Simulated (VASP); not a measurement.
# Pb2S (P2_12_12_1) in VASP: single point with LDA

Aim: the single point of Pb2S with LDA.

Program: VASP 6.6.1. These are calculated values, not measurements. Logs are shortened: lines on timing, memory, paths and dates and some standing lists are left out, and cuts for length are marked.

### Step 1. The cell of the first run

The structure is orthorhombic, space group P2_12_12_1 (No. 19). Conventional cell: a = 5.720 Å, b = 6.915 Å, c = 7.846 Å, α = 90.00°, β = 90.00°, γ = 90.00°. Pb (site symmetry 1) has 4 S at 2.87 to 3.57 Å and 8 Pb at 3.27 to 3.74 Å within 3.8 Å. Within 3.8 Å of Pb (site symmetry 1) lie 4 S at 2.83 to 3.38 Å and 6 Pb at 3.27 to 3.74 Å. S (site symmetry 1) has 8 Pb at 2.83 to 3.57 Å and 2 S at 3.75 Å within 3.8 Å.

### Step 2. Single point, LDA

Input file INCAR:

```
SYSTEM = Pb2S
PREC = Accurate
ENCUT = 520
EDIFF = 1E-6
ISMEAR = 0
SIGMA = 0.0315
LREAL = .False.
LASPH = .True.
NELM = 80
ALGO = Normal
ISIF = 2
LWAVE = .False.
LCHARG = .False.
GGA = CA
NBANDS = 80
```

Input file KPOINTS:

```
Automatic mesh
0
Gamma
  4 6 3
  0 0 0
```

Input file POSCAR:

```
Pb2S
1.0
    7.8458115318      0.0000000000      0.0000000000
    0.0000000000      5.7197578305      0.0000000000
    0.0000000000      0.0000000000      6.9145732622
Pb S
8 4
Direct
    0.0034795457      0.3011864515      0.3954013170
    0.4965204543      0.6988135485      0.8954013170
    0.5034795457      0.1988135485      0.6045986830
    0.9965204543      0.8011864515      0.1045986830
    0.1700201738      0.3426972693      0.8897492578
    0.3299798262      0.6573027307      0.3897492578
    0.6700201738      0.1573027307      0.1102507422
    0.8299798262      0.8426972693      0.6102507422
    0.3022027297      0.1055434723      0.2183709735
    0.1977972703      0.8944565277      0.7183709735
    0.8022027297      0.3944565277      0.7816290265
    0.6977972703      0.6055434723      0.2816290265
```

Potentials or basis: VASP PAW LDA potentials, release 64 (Pb_d, S).

The run is started by

```bash
$ cat potpaw_LDA.64/Pb_d/POTCAR potpaw_LDA.64/S/POTCAR > POTCAR
$ mpirun -np 1 vasp_std > vasp.out
```

OUTCAR:

```text
SYSTEM = Pb2S
   PREC = Accurate
   ENCUT = 520
   EDIFF = 1E-6
   ISMEAR = 0
   LREAL = .False.
   LASPH = .True.
   NELM = 80
   ISIF = 2
   GGA = CA

 ion  position               nearest neighbor table
   1  0.003  0.301  0.395-   9 2.87  12 3.07  11 3.15   6 3.27   8 3.31   7 3.38   4 3.50   4 3.50
                             5 3.67   8 3.70   5 3.74
   2  0.497  0.699  0.895-  10 2.87  11 3.07  12 3.15   5 3.27   7 3.31   8 3.38   3 3.50   3 3.50
                             6 3.67   7 3.70   6 3.74
   3  0.503  0.199  0.605-  11 2.87  10 3.07   9 3.15   8 3.27   6 3.31   5 3.38   2 3.50   2 3.50
                             7 3.67   6 3.70   7 3.74
   4  0.997  0.801  0.105-  12 2.87   9 3.07  10 3.15   7 3.27   5 3.31   6 3.38   1 3.50   1 3.50
                             8 3.67   5 3.70   8 3.74
   5  0.170  0.343  0.890-  10 2.83   9 2.84  11 3.00   2 3.27   4 3.31   3 3.38  10 3.38   1 3.67
                             4 3.70   1 3.74   6 4.09   6 4.09
   6  0.330  0.657  0.390-   9 2.83  10 2.84  12 3.00   1 3.27   3 3.31   4 3.38   9 3.38   2 3.67
                             3 3.70   2 3.74   5 4.09   5 4.09
   7  0.670  0.157  0.110-  12 2.83  11 2.84   9 3.00   4 3.27   2 3.31   1 3.38  12 3.38   3 3.67
                             2 3.70   3 3.74   8 4.09   8 4.09
   8  0.830  0.843  0.610-  11 2.83  12 2.84  10 3.00   3 3.27   1 3.31   2 3.38  11 3.38   4 3.67
                             1 3.70   4 3.74   7 4.09   7 4.09
   9  0.302  0.106  0.218-   6 2.83   5 2.84   1 2.87   7 3.00   4 3.07   3 3.15   6 3.38
  10  0.198  0.894  0.718-   5 2.83   6 2.84   2 2.87   8 3.00   3 3.07   4 3.15   5 3.38
  11  0.802  0.394  0.782-   8 2.83   7 2.84   3 2.87   5 3.00   2 3.07   1 3.15   8 3.38
  12  0.698  0.606  0.282-   7 2.83   8 2.84   4 2.87   6 3.00   1 3.07   2 3.15   7 3.38

  LATTYP: Found a simple orthorhombic cell.
 ALAT       =     5.7197578305
 B/A-ratio  =     1.2088926607
 C/A-ratio  =     1.3717034469

  Lattice vectors:

 A1 = (   0.0000000000,   5.7197578305,   0.0000000000)
 A2 = (   0.0000000000,   0.0000000000,   6.9145732622)
 A3 = (   7.8458115318,   0.0000000000,   0.0000000000)

Analysis of symmetry for initial positions (statically):
=====================================================================
 Subroutine PRICEL returns:
 Original cell was already a primitive cell.

 Routine SETGRP: Setting up the symmetry group for a
 simple orthorhombic supercell.

 Subroutine GETGRP returns: Found  4 space group operations
 (whereof  1 operations were pure point group operations)
 out of a pool of  8 trial point group operations.

The static configuration has the point symmetry C_1 .
 The point group associated with its full space group is D_2 .

Analysis of symmetry for dynamics (positions and initial velocities):
=====================================================================
 Subroutine PRICEL returns:
 Original cell was already a primitive cell.

 Routine SETGRP: Setting up the symmetry group for a
 simple orthorhombic supercell.

 Subroutine GETGRP returns: Found  4 space group operations
 (whereof  1 operations were pure point group operations)
 out of a pool of  8 trial point group operations.

The dynamic configuration has the point symmetry C_1 .
 The point group associated with its full space group is D_2 .

 Subroutine INISYM returns: Found  4 space group operations
 (whereof  1 operations are pure point group operations),
 and found     1 'primitive' translations

----------------------------------------------------------------------------------------

                                     Primitive cell

  volume of cell :     310.2994

  direct lattice vectors                    reciprocal lattice vectors
     7.845811532  0.000000000  0.000000000     0.127456541  0.000000000  0.000000000
     0.000000000  5.719757830  0.000000000     0.000000000  0.174832577  0.000000000
     0.000000000  0.000000000  6.914573262     0.000000000  0.000000000  0.144622085

  length of vectors
     7.845811532  5.719757830  6.914573262     0.127456541  0.174832577  0.144622085

  position of ions in fractional coordinates (direct lattice)
     0.003479546  0.301186452  0.395401317
[... 29 lines left out ...]
 KPOINTS: Automatic mesh

Automatic generation of k-mesh.
 Grid dimensions read from file:
 generate k-points for:    4    6    3

 Generating k-lattice:

  Cartesian coordinates                     Fractional coordinates (reciprocal lattice)
     0.031864135  0.000000000  0.000000000     0.250000000  0.000000000  0.000000000
     0.000000000  0.029138763  0.000000000     0.000000000  0.166666667  0.000000000
     0.000000000  0.000000000  0.048207362     0.000000000  0.000000000  0.333333333

  Length of vectors
     0.031864135  0.029138763  0.048207362

  Shift w.r.t. Gamma in fractional coordinates (k-lattice)
     0.000000000  0.000000000  0.000000000

 Subroutine IBZKPT returns following result:
 ===========================================

 Found     24 irreducible k-points:

 Following reciprocal coordinates:
            Coordinates               Weight
  0.000000  0.000000  0.000000      1.000000
  0.250000  0.000000  0.000000      2.000000
  0.500000  0.000000  0.000000      1.000000
  0.000000  0.166667  0.000000      2.000000
  0.250000  0.166667  0.000000      4.000000
  0.500000  0.166667  0.000000      2.000000
[... 16 lines left out ...]
  0.250000  0.500000  0.333333      4.000000
  0.500000  0.500000  0.333333      2.000000
   k-points           NKPTS =     24   k-points in BZ     NKDIM =     24   number of bands    NBANDS=     80
   number of dos      NEDOS =    301   number of ions     NIONS =     12
   total plane-waves  NPLWV = 155520
   dimension x,y,z NGX =    60 NGY =   48 NGZ =   54
   dimension x,y,z NGXF=   120 NGYF=   96 NGZF=  108
   ions per type =               8   4
   NGX,Y,Z   is equivalent  to a cutoff of  12.71, 13.95, 12.98 a.u.
   NGXF,Y,Z  is equivalent  to a cutoff of  25.43, 27.90, 25.97 a.u.
 SYSTEM =  Pb2S
   PREC   = accura    normal or accurate (medium, high low for compatibility)
   ISTART =      0    job   : 0-new  1-cont  2-samecut
   ICHARG =      2    charge: 1-file 2-atom 10-const
   ISPIN  =      1    spin polarized calculation?
   LNONCOLLINEAR =      F non collinear calculations
   LSORBIT =      F    spin-orbit coupling
   LASPH  =      T    aspherical Exc in radial PAW
   ENCUT  =  520.0 eV  38.22 Ry    6.18 a.u.  14.59 10.63 12.86*2*pi/ulx,y,z
   NELM   =     80;   NELMIN=  2; NELMDL= -5     # of ELM steps
   EDIFF  = 0.1E-05   stopping-criterion for ELM
   LREAL  =      F    real-space projection
   EDIFFG = 0.1E-04   stopping-criterion for IOM
   NSW    =      0    number of steps for IOM
   IBRION =     -1    ionic relax: 0-MD 1-quasi-New 2-CG
   NFREE  =      0    steps in history (QN), initial steepest desc. (CG)
   ISIF   =      2    stress and relaxation
   ISYM   =      2    0-nonsym 1-usesym 2-fastsym
   POTIM  = 0.5000    time-step for ionic-motion
   TEBEG  =    0.0;   TEEND  =   0.0 temperature during run
   PSTRESS=    0.0 pullay stress
   NELECT =     136.0000    total number of electrons
   NUPDOWN=      -1.0000    fix difference up-down
   EMIN   =  10.00;   EMAX   =-10.00  energy-range for DOS
   EFERMI =   0.00;   METHOD = LEGACY
   ISMEAR =     0;   SIGMA  =   0.03  broadening in eV -4-tet -1-fermi 0-gaus
   EFERMI_NEDOS =   21; number of points for ismear=-14 and -15
   IALGO  =     38    algorithm
   IMIX   =      4    mixing-type and parameters
     AMIX     =   0.40;   BMIX     =  1.00
     AMIX_MAG =   1.60;   BMIX_MAG =  1.00
  volume/ion in A,a.u.               =      25.86       174.50
  Fermi-wavevector in a.u.,A,eV,Ry     =   1.243543  2.349956 21.040041  1.546399
  Thomas-Fermi vector in A             =   2.377849
   LORBIT       =      0    0 simple, 1 ext, 2 COOP (PROOUT), +10 PAW based schemes
   GGA     = CA    functional components
   LHFCALC =     F    Hartree Fock is set to
   AEXX    =    0.0000 exact exchange contribution
   IVDW    =     0    specifies the selected vdW correction
   LEPSILON=     F    determine dielectric tensor
   LRPA    =     F    only Hartree local field effects (RPA)
 non-spin polarized calculation
 Gauss-broadening in eV      SIGMA  =   0.03
  energy-cutoff  :      520.00
  volume of cell :      310.30
 maximum number of plane-waves:      8381
 NGX is ok and might be reduce to    60
   NGX = 29   NGY = 21   NGZ = 25

 number of electron     136.0000022 magnetization

 Free energy of the ion-electron system (eV)
  ---------------------------------------------------
  ext. energy  EPLUGINS =         0.00000000
  ---------------------------------------------------
  free energy    TOTEN  =       -54.73630198 eV

  energy without entropy =      -54.73575810  energy(sigma->0) =      -54.73603004

 E-fermi :   7.0550     XC(G=0): -10.5084

 val. band max:        7.0190590140   @ k =   0.0000   0.3333   0.3333
 cond. band min:       7.0913855902   @ k =   0.2500   0.1667   0.0000
 fundamental gap:      0.0723265762
 Fermi energy:         7.0550224545

 k-point     1 :       0.0000    0.0000    0.0000
  band No.  band energies     occupation
      1     -10.2702      2.00000
      2     -10.2424      2.00000
      3     -10.2273      2.00000
      4     -10.2147      2.00000
      5     -10.2071      2.00000
      6     -10.1950      2.00000
[... 1981 lines left out ...]
     79      10.1319      0.00000
     80      10.1319      0.00000

------------------------ aborting loop because EDIFF is reached ----------------------------------------

  FORCE on cell =-STRESS in cart. coord.  units (eV):
  Direction    XX          YY          ZZ          XY          YZ          ZX
  --------------------------------------------------------------------------------------
  -------------------------------------------------------------------------------------
  Total        0.1529192      0.1821218      0.0558196      0.0000000      0.0000000      0.0000000
  in kB        0.7895718      0.9403544      0.2882151      0.0000000      0.0000000      0.0000000
  external PRESSURE =       0.6727138 kB  Pullay stress =       0.0000000 kB

 VOLUME and BASIS-vectors are now :
 -----------------------------------------------------------------------------
  energy-cutoff  :      520.00
  volume of cell :      310.30
      direct lattice vectors                 reciprocal lattice vectors
     7.845811532  0.000000000  0.000000000     0.127456541  0.000000000  0.000000000
     0.000000000  5.719757830  0.000000000     0.000000000  0.174832577  0.000000000
     0.000000000  0.000000000  6.914573262     0.000000000  0.000000000  0.144622085

 POSITION                                       TOTAL-FORCE (eV/Angst)
 -----------------------------------------------------------------------------------
      0.02730      1.72271      2.73403        -0.010719      0.003766      0.011147
      3.89561      3.99704      6.19132         0.010719     -0.003766      0.011147
      3.95021      1.13717      4.18054        -0.010719     -0.003766     -0.011147
      7.81851      4.58259      0.72326         0.010719      0.003766     -0.011147
      1.33395      1.96015      6.15224        -0.001025      0.008587      0.001430
      2.58896      3.75961      2.69495         0.001025     -0.008587      0.001430
      5.25685      0.89973      0.76234        -0.001025     -0.008587     -0.001430
      6.51187      4.82002      4.21962         0.001025      0.008587     -0.001430
      2.37103      0.60368      1.50994         0.022952      0.011284     -0.012188
      1.55188      5.11607      4.96723        -0.022952     -0.011284     -0.012188
      6.29393      2.25620      5.40463         0.022952     -0.011284      0.012188
      5.47479      3.46356      1.94734        -0.022952      0.011284      0.012188
 -----------------------------------------------------------------------------------
    total drift:                               -0.000000     -0.000000     -0.000000

  FREE ENERGIE OF THE ION-ELECTRON SYSTEM (eV)
  ---------------------------------------------------
  free  energy   TOTEN  =       -54.7363019818 eV

  energy  without entropy=      -54.7357581032  energy(sigma->0) =      -54.73603004
```

It took 22 min on 1 thread of Oxide Virtual Turin-like, shared host; peak memory 0.52 GiB.

What came out:

```
Free energy            : -54.7363 eV
Pressure               : 0.1 GPa
Largest force          : 0.028 eV/Å
Band gap on the k mesh : zero (bands 68 and 69 overlap by 0.19 eV)
```

Forces on the atoms (eV/Å):
```
Pb  -0.011  0.004  0.011
Pb   0.011 -0.004  0.011
Pb  -0.011 -0.004 -0.011
Pb   0.011  0.004 -0.011
Pb  -0.001  0.009  0.001
Pb   0.001 -0.009  0.001
Pb  -0.001 -0.009 -0.001
Pb   0.001  0.009 -0.001
S    0.023  0.011 -0.012
S   -0.023 -0.011 -0.012
S    0.023 -0.011  0.012
S   -0.023  0.011  0.012
```

Caveat: semilocal functionals underestimate gaps, so a narrow gap can read as zero; spin-orbit coupling is left out, which moves the levels of the heavy elements.
